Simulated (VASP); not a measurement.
# BP (F-43m) in VASP: a series of runs

BP is run at these levels: PBEsol; tasks: single point, relaxation of cell and atoms.

Program: VASP 6.6.1. These are calculated values, not measurements. Logs are shortened: lines on timing, memory, paths and dates and some standing lists are left out, and cuts for length are marked.

### 1 The cell of the first run

The structure is cubic, space group F-43m (No. 216). The conventional cell has a = 4.837 Å, b = 4.837 Å, c = 4.837 Å, α = 90.00°, β = 90.00°, γ = 90.00°. B (site symmetry -43m) has 4 P at 2.09 Å within 2.8 Å. Within 2.8 Å of P (site symmetry -43m) lie 4 B at 2.09 Å.

### 2 Single point, PBEsol

The input, INCAR:

```
SYSTEM = BP
ALGO = Normal
EDIFF = 1E-6
ENCUT = 500
GGA = PS
GGA_COMPAT = .FALSE.
ISIF = 2
ISMEAR = 0
LASPH = .TRUE.
LCHARG = .FALSE.
LREAL = .FALSE.
LWAVE = .FALSE.
NBANDS = 11
NELM = 120
PREC = Accurate
SIGMA = 0.1
```

The input, KPOINTS:

```
k-points
0
G
  6 6 6
  0 0 0
```

The input, POSCAR:

```
BP
1.0
    0.0000000000      2.4186628217      2.4186628217
    2.4186628217      0.0000000000      2.4186628217
    2.4186628217      2.4186628217      0.0000000000
B P
1 1
Direct
    0.0000000000      0.0000000000      0.0000000000
    0.2500000000      0.2500000000      0.2500000000
```

Potentials or basis: VASP PAW PBE potentials, release 64 (B, P).

On the command line:

```console
$ cat potpaw_PBE.64/B/POTCAR potpaw_PBE.64/P/POTCAR > POTCAR
$ mpirun -np 1 vasp_std > vasp.out
```

OUTCAR:

```text
SYSTEM = BP
   EDIFF = 1E-6
   ENCUT = 500
   GGA = PS
   ISIF = 2
   ISMEAR = 0
   LASPH = .TRUE.
   LREAL = .FALSE.
   NELM = 120
   PREC = Accurate

 ion  position               nearest neighbor table
   1  0.000  0.000  0.000-   2 2.09   2 2.09   2 2.09   2 2.09
   2  0.250  0.250  0.250-   1 2.09   1 2.09   1 2.09   1 2.09

  LATTYP: Found a face centered cubic cell.
 ALAT       =     4.8373256434

  Lattice vectors:

 A1 = (   0.0000000000,   2.4186628217,   2.4186628217)
 A2 = (   2.4186628217,   0.0000000000,   2.4186628217)
 A3 = (   2.4186628217,   2.4186628217,   0.0000000000)

Analysis of symmetry for initial positions (statically):
=====================================================================
 Subroutine PRICEL returns:
 Original cell was already a primitive cell.

 Routine SETGRP: Setting up the symmetry group for a
 face centered cubic supercell.

 Subroutine GETGRP returns: Found 24 space group operations
 (whereof 24 operations were pure point group operations)
 out of a pool of 48 trial point group operations.

The static configuration has the point symmetry T_d .

Analysis of symmetry for dynamics (positions and initial velocities):
=====================================================================
 Subroutine PRICEL returns:
 Original cell was already a primitive cell.

 Routine SETGRP: Setting up the symmetry group for a
 face centered cubic supercell.

 Subroutine GETGRP returns: Found 24 space group operations
 (whereof 24 operations were pure point group operations)
 out of a pool of 48 trial point group operations.

The dynamic configuration has the point symmetry T_d .

 Subroutine INISYM returns: Found 24 space group operations
 (whereof 24 operations are pure point group operations),
 and found     1 'primitive' translations

----------------------------------------------------------------------------------------

                                     Primitive cell

  volume of cell :      28.2980

  direct lattice vectors                    reciprocal lattice vectors
     0.000000000  2.418662822  2.418662822    -0.206725797  0.206725797  0.206725797
     2.418662822  0.000000000  2.418662822     0.206725797 -0.206725797  0.206725797
     2.418662822  2.418662822  0.000000000     0.206725797  0.206725797 -0.206725797

  length of vectors
     3.420505765  3.420505765  3.420505765     0.358059584  0.358059584  0.358059584

  position of ions in fractional coordinates (direct lattice)
     0.000000000  0.000000000  0.000000000
     0.250000000  0.250000000  0.250000000

  ion indices of the primitive-cell ions
   primitive index   ion index
                 1           1
                 2           2

----------------------------------------------------------------------------------------

 KPOINTS: k-points

Automatic generation of k-mesh.
 Grid dimensions read from file:
 generate k-points for:    6    6    6

 Generating k-lattice:

  Cartesian coordinates                     Fractional coordinates (reciprocal lattice)
    -0.034454300  0.034454300  0.034454300     0.166666667  0.000000000  0.000000000
     0.034454300 -0.034454300  0.034454300     0.000000000  0.166666667  0.000000000
     0.034454300  0.034454300 -0.034454300     0.000000000  0.000000000  0.166666667

  Length of vectors
     0.059676597  0.059676597  0.059676597

  Shift w.r.t. Gamma in fractional coordinates (k-lattice)
     0.000000000  0.000000000  0.000000000

 Subroutine IBZKPT returns following result:
 ===========================================

 Found     16 irreducible k-points:

 Following reciprocal coordinates:
            Coordinates               Weight
  0.000000  0.000000  0.000000      1.000000
  0.166667  0.000000  0.000000      8.000000
  0.333333  0.000000  0.000000      8.000000
  0.500000  0.000000  0.000000      4.000000
  0.166667  0.166667  0.000000      6.000000
  0.333333  0.166667  0.000000     24.000000
[... 8 lines left out ...]
 -0.333333  0.333333  0.166667     24.000000
 -0.333333  0.500000  0.166667     12.000000
   k-points           NKPTS =     16   k-points in BZ     NKDIM =     16   number of bands    NBANDS=     11
   number of dos      NEDOS =    301   number of ions     NIONS =      2
   total plane-waves  NPLWV =  21952
   dimension x,y,z NGX =    28 NGY =   28 NGZ =   28
   dimension x,y,z NGXF=    56 NGYF=   56 NGZF=   56
   ions per type =               1   1
   NGX,Y,Z   is equivalent  to a cutoff of  13.61, 13.61, 13.61 a.u.
   NGXF,Y,Z  is equivalent  to a cutoff of  27.22, 27.22, 27.22 a.u.
 SYSTEM =  BP
   PREC   = accura    normal or accurate (medium, high low for compatibility)
   ISTART =      0    job   : 0-new  1-cont  2-samecut
   ICHARG =      2    charge: 1-file 2-atom 10-const
   ISPIN  =      1    spin polarized calculation?
   LNONCOLLINEAR =      F non collinear calculations
   LSORBIT =      F    spin-orbit coupling
   LASPH  =      T    aspherical Exc in radial PAW
   ENCUT  =  500.0 eV  36.75 Ry    6.06 a.u.   6.24  6.24  6.24*2*pi/ulx,y,z
   NELM   =    120;   NELMIN=  2; NELMDL= -5     # of ELM steps
   EDIFF  = 0.1E-05   stopping-criterion for ELM
   LREAL  =      F    real-space projection
   EDIFFG = 0.1E-04   stopping-criterion for IOM
   NSW    =      0    number of steps for IOM
   IBRION =     -1    ionic relax: 0-MD 1-quasi-New 2-CG
   NFREE  =      0    steps in history (QN), initial steepest desc. (CG)
   ISIF   =      2    stress and relaxation
   ISYM   =      2    0-nonsym 1-usesym 2-fastsym
   POTIM  = 0.5000    time-step for ionic-motion
   TEBEG  =    0.0;   TEEND  =   0.0 temperature during run
   PSTRESS=    0.0 pullay stress
   NELECT =       8.0000    total number of electrons
   NUPDOWN=      -1.0000    fix difference up-down
   EMIN   =  10.00;   EMAX   =-10.00  energy-range for DOS
   EFERMI =   0.00;   METHOD = LEGACY
   ISMEAR =     0;   SIGMA  =   0.10  broadening in eV -4-tet -1-fermi 0-gaus
   EFERMI_NEDOS =   21; number of points for ismear=-14 and -15
   IALGO  =     38    algorithm
   IMIX   =      4    mixing-type and parameters
     AMIX     =   0.40;   BMIX     =  1.00
     AMIX_MAG =   1.60;   BMIX_MAG =  1.00
  volume/ion in A,a.u.               =      14.15        95.48
  Fermi-wavevector in a.u.,A,eV,Ry     =   1.074450  2.030416 15.707145  1.154443
  Thomas-Fermi vector in A             =   2.210278
   LORBIT       =      0    0 simple, 1 ext, 2 COOP (PROOUT), +10 PAW based schemes
   GGA     = PS    functional components
   LHFCALC =     F    Hartree Fock is set to
   AEXX    =    0.0000 exact exchange contribution
   IVDW    =     0    specifies the selected vdW correction
   LEPSILON=     F    determine dielectric tensor
   LRPA    =     F    only Hartree local field effects (RPA)
 non-spin polarized calculation
 Gauss-broadening in eV      SIGMA  =   0.10
  energy-cutoff  :      500.00
  volume of cell :       28.30
 maximum number of plane-waves:       745
 NGX is ok and might be reduce to    28
   NGX = 13   NGY = 13   NGZ = 13

 number of electron       7.9999999 magnetization

 Free energy of the ion-electron system (eV)
  ---------------------------------------------------
  ext. energy  EPLUGINS =         0.00000000
  ---------------------------------------------------
  free energy    TOTEN  =       -13.21658370 eV

  energy without entropy =      -13.21658370  energy(sigma->0) =      -13.21658370

 E-fermi :   5.7213     XC(G=0): -10.2525

 val. band max:        5.2900467518   @ k =   0.0000   0.0000   0.0000
 cond. band min:       6.7410502403   @ k =   0.3333   0.3333   0.0000
 fundamental gap:      1.4510034885
 Fermi energy:         5.7213293390

 k-point     1 :       0.0000    0.0000    0.0000
  band No.  band energies     occupation
      1      -8.6004      2.00000
      2       5.2900      2.00000
      3       5.2900      2.00000
      4       5.2900      2.00000
      5       8.4201      0.00000
      6       8.4201      0.00000
      7       8.4201      0.00000
      8       9.9332      0.00000
      9      15.3631      0.00000
     10      16.8907      0.00000
     11      16.8907      0.00000

 k-point     2 :       0.1667    0.0000    0.0000
  band No.  band energies     occupation
      1      -8.1780      2.00000
      2       2.7164      2.00000
      3       4.7280      2.00000
      4       4.7280      2.00000
      5       8.5343      0.00000
      6       9.1924      0.00000
      7       9.1924      0.00000
      8      11.7346      0.00000
      9      15.8337      0.00000
     10      15.8337      0.00000
     11      16.4721      0.00000

 k-point     3 :       0.3333    0.0000    0.0000
  band No.  band energies     occupation
      1      -7.0005      2.00000
      2      -0.6671      2.00000
      3       4.0261      2.00000
      4       4.0261      2.00000
      5       8.1225      0.00000
      6       9.8208      0.00000
      7       9.8208      0.00000
      8      14.0622      0.00000
      9      16.4918      0.00000
     10      16.4918      0.00000
     11      16.9162      0.00000

 k-point     4 :       0.5000    0.0000    0.0000
  band No.  band energies     occupation
      1      -5.9310      2.00000
      2      -2.5249      2.00000
      3       3.7686      2.00000
      4       3.7686      2.00000
      5       7.9459      0.00000
      6       9.7984      0.00000
      7       9.7984      0.00000
      8      14.5397      0.00000
      9      18.2606      0.00000
     10      18.6968      0.00000
     11      18.6968      0.00000

 k-point     5 :       0.1667    0.1667    0.0000
  band No.  band energies     occupation
      1      -8.0356      2.00000
      2       3.2594      2.00000
      3       3.8550      2.00000
      4       3.8550      2.00000
      5       7.6177      0.00000
      6      10.4638      0.00000
      7      10.4638      0.00000
      8      10.8643      0.00000
      9      14.5606      0.00000
     10      17.0619      0.00000
     11      17.5196      0.00000
[... 99 lines left out ...]
 k-point    13 :       0.5000    0.5000    0.0000
  band No.  band energies     occupation
      1      -4.6854      2.00000
      2      -2.3692      2.00000
      3       1.8167      2.00000
      4       1.8167      2.00000
      5       6.8291      0.00000
      6       6.9786      0.00000
      7      15.6659      0.00000
      8      15.6659      0.00000
      9      18.3193      0.00000
     10      20.5857      0.00000
     11      20.9205      0.00000

 k-point    14 :       0.5000    0.3333    0.1667
  band No.  band energies     occupation
      1      -5.9931      2.00000
      2      -0.7329      2.00000
      3       1.0860      2.00000
      4       2.5560      2.00000
      5       9.0392      0.00000
      6      10.4738      0.00000
      7      10.7669      0.00000
      8      13.5399      0.00000
      9      16.5485      0.00000
     10      17.5254      0.00000
     11      20.4416      0.00000

 k-point    15 :      -0.3333    0.3333    0.1667
  band No.  band energies     occupation
      1      -5.0286      2.00000
      2      -1.9199      2.00000
      3       0.5933      2.00000
      4       1.9930      2.00000
      5       9.6412      0.00000
      6      10.2371      0.00000
      7      12.7542      0.00000
      8      13.2276      0.00000
      9      14.8420      0.00000
     10      18.6231      0.00000
     11      20.3594      0.00000

 k-point    16 :      -0.3333    0.5000    0.1667
  band No.  band energies     occupation
      1      -4.5683      2.00000
      2      -2.1069      2.00000
      3       0.8718      2.00000
      4       1.0092      2.00000
      5       9.0140      0.00000
      6       9.3155      0.00000
      7      13.2444      0.00000
      8      13.7070      0.00000
      9      16.8363      0.00000
     10      19.3090      0.00000
     11      19.9628      0.00000

------------------------ aborting loop because EDIFF is reached ----------------------------------------

  FORCE on cell =-STRESS in cart. coord.  units (eV):
  Direction    XX          YY          ZZ          XY          YZ          ZX
  --------------------------------------------------------------------------------------
  -------------------------------------------------------------------------------------
  Total       -4.0854791     -4.0854791     -4.0854791      0.0000000     -0.0000000      0.0000000
  in kB     -231.3116933   -231.3116933   -231.3116933      0.0000000     -0.0000000      0.0000000
  external PRESSURE =    -231.3116933 kB  Pullay stress =       0.0000000 kB

 VOLUME and BASIS-vectors are now :
 -----------------------------------------------------------------------------
  energy-cutoff  :      500.00
  volume of cell :       28.30
      direct lattice vectors                 reciprocal lattice vectors
     0.000000000  2.418662822  2.418662822    -0.206725797  0.206725797  0.206725797
     2.418662822  0.000000000  2.418662822     0.206725797 -0.206725797  0.206725797
     2.418662822  2.418662822  0.000000000     0.206725797  0.206725797 -0.206725797

 POSITION                                       TOTAL-FORCE (eV/Angst)
 -----------------------------------------------------------------------------------
      0.00000      0.00000      0.00000        -0.000000     -0.000000     -0.000000
      1.20933      1.20933      1.20933         0.000000      0.000000      0.000000
 -----------------------------------------------------------------------------------
    total drift:                                0.000000      0.000000      0.000000

  FREE ENERGIE OF THE ION-ELECTRON SYSTEM (eV)
  ---------------------------------------------------
  free  energy   TOTEN  =       -13.2165837022 eV

  energy  without entropy=      -13.2165837022  energy(sigma->0) =      -13.21658370
```

Run time: 4.7 s. Hardware: 1 thread of Intel Xeon Platinum 8488C (Sapphire Rapids), shared host; peak memory 0.14 GiB.

What came out:

```yaml
Free_energy: -13.2166 eV
Pressure: -23.1 GPa
Band_gap_on_the_k_mesh: 1.45 eV, indirect (least direct gap 3.13 eV)
```

Caveat: the PAW data sets were made with another functional, which shifts forces and pressure a little. A k mesh can miss the band edges.

### 3 Single point, PBEsol

This run uses another cell than the first one, of 11.57 Å³/atom, 0.818 times its volume.

The input, INCAR:

```
PREC = Accurate
ENCUT = 500
EDIFF = 1E-6
ISMEAR = 0
SIGMA = 0.1
LREAL = F
LASPH = T
NELM = 120
ALGO = Normal
ISIF = 2
LWAVE = F
LCHARG = F
GGA = PS
NBANDS = 11
GGA_COMPAT = F
```

The input, KPOINTS:

```
Automatic mesh
0
Gamma
  8 8 8
```

The input, POSCAR:

```
BP
1.0
    0.0000000000      2.2620396556      2.2620396556
    2.2620396556      0.0000000000      2.2620396556
    2.2620396556      2.2620396556      0.0000000000
B P
1 1
Direct
    0.0000000000      0.0000000000      0.0000000000
    0.2500000000      0.2500000000      0.2500000000
```

Potentials or basis: VASP PAW PBE potentials, release 64 (B, P).

On the command line:

```console
$ cat potpaw_PBE.64/B/POTCAR potpaw_PBE.64/P/POTCAR > POTCAR
$ mpirun -np 1 vasp_std > vasp.out
```

Run time: 4.6 s. Hardware: 1 thread of Intel Xeon Platinum 8488C (Sapphire Rapids), shared host; peak memory 0.13 GiB.

The run converged. Its results:

* Free energy: -13.6712 eV
* Pressure: -0.3 GPa
* Band gap on the k mesh: 1.15 eV, indirect (least direct gap 3.37 eV)

Levels at points of the mesh, in eV from the valence-band top:
```csv
k point,band 1,band 2,band 3,band 4,band 5,band 6,band 7,band 8,band 9
"(0.00, 0.00, 0.00)",-15.58,0.00,0.00,0.00,3.37,3.37,3.37,7.48,11.31
"(0.50, 0.00, 0.00)",-12.20,-9.16,-1.78,-1.78,3.79,4.66,4.66,9.96,14.65
"(0.50, 0.50, 0.00)",-10.66,-8.65,-4.18,-4.18,1.21,1.51,12.18,12.18,15.24
```

Caveat: the PAW data sets were made with another functional, which shifts forces and pressure a little. A k mesh can miss the band edges.

[end of part 1 of 2]
